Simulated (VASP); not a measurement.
A run of VASP 6.6.1 is set up as follows.

INCAR

```
ALGO = Normal
EDIFF = 1E-7
ENCUT = 520
GGA = PE
ISIF = 2
ISMEAR = 0
LASPH = True
LCHARG = False
LREAL = False
LWAVE = False
NBANDS = 32
NELM = 80
PREC = Accurate
SIGMA = 0.1
```

File KPOINTS:

```
k-points
0
Gamma
  6 6 4
```

POSCAR

```
LuPdO2
1.0
    3.7597055493      0.0000000032      0.0000000000
   -1.8798527775      3.2560005148      0.0000000000
    0.0000000000      0.0000000000      5.4047969004
Lu Pd O
1 1 2
Direct
    0.0000000000      0.0000000000      0.0000000000
    0.0000000000      0.0000000000      0.5000000000
    0.3333333333      0.6666666667      0.5000000000
    0.6666666667      0.3333333333      0.5000000000
```

Potentials or basis: VASP PAW PBE potentials, release 64 (Lu, Pd, O).

Launch:

```bash
$ cat potpaw_PBE.64/Lu/POTCAR potpaw_PBE.64/Pd/POTCAR potpaw_PBE.64/O/POTCAR > POTCAR
$ mpirun -np 1 vasp_std > vasp.out
```

Q: Estimate the pressure.

A: 0.3 GPa.

Stress tensor (GPa, compression positive):
```
0.28 0.00 0.00
0.00 0.28 0.00
0.00 0.00 0.37
```

Caveat: an odd number of electrons without spin polarisation forces a metal; a magnetic or distorted state may lie lower.
